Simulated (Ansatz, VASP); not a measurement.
## C: VASP beside Ansatz

The input INCAR:

```
PREC = Accurate
ENCUT = 520
EDIFF = 1E-6
ISMEAR = 0
SIGMA = 0.02
LREAL = F
LASPH = T
NELM = 80
ALGO = Normal
ISIF = 2
LWAVE = F
LCHARG = F
GGA = PE
IBRION = 2
NSW = 60
EDIFFG = -0.002
```

The input KPOINTS:

```
Automatic mesh
0
Gamma
  9 9 6
```

POSCAR

```
C
1.0
    2.5124063063      0.0000000000      0.0000000000
   -1.2562031531      2.1758076859      0.0000000000
    0.0000000000      0.0000000000      4.2430102239
C
4
Direct
    0.3333333333      0.6666666667     -0.0004408366
    0.6666666667      0.3333333333      0.4995591634
    0.3333333333      0.6666666667      0.3744408366
    0.6666666667      0.3333333333      0.8744408366
```

Input for Ansatz:

```yaml
crystal:
  lattice:
    - [2.5124063063, 0.0, 0.0]
    - [-1.2562031531, 2.1758076859, 0.0]
    - [0.0, 0.0, 4.2430102239]
  atoms:
    - { symbol: C, position: [0.3333333333, 0.6666666667, -0.0004408366] }
    - { symbol: C, position: [0.6666666667, 0.3333333333, 0.4995591634] }
    - { symbol: C, position: [0.3333333333, 0.6666666667, 0.3744408366] }
    - { symbol: C, position: [0.6666666667, 0.3333333333, 0.8744408366] }
basis:
  ecutwfc: 420
kpoints:
  mp_grid: { grid: [9, 9, 6] }
hamiltonian:
  xc: pbe
  pseudopotentials: { kind: paw, azcp: { folder: soft_1 } }
scf:
  occupations: { method: gaussian, width: 0.02 }
output:
  forces: true
  stress: true
  eigenvalues: true
  write_density: true
  write_potential: true
  elf: true
  volumetric_format: npy
relax:
  adjacent_minimum: "off"
  f_tol: 0.002
  max_steps: 40
```

Change from the starting cell: strained cell.

Alike in both runs: task relaxation of the atoms; functional PBE; k mesh 9 × 9 × 6; occupations gaussian, width 0.02 eV; no spin polarisation.

|  | VASP | Ansatz |
| --- | --- | --- |
| version | VASP 6.6.1 | Ansatz 0.2.0 |
| potentials or method | VASP PAW PBE potentials, release 64 (C), cutoff 520 eV | scalar-relativistic, plane waves, PAW |
| valence electrons in the cell | 16 | 16 |

Ansatz gave:

```
gap on the k mesh at the Fermi level, each at its own relaxed structure (eV) : 3.42
```

Task: Estimate VASP's values.

Result: gap on the k mesh at the Fermi level, each at its own relaxed structure (eV): 3.40.

Ansatz's warnings: stress scf threshold loose.
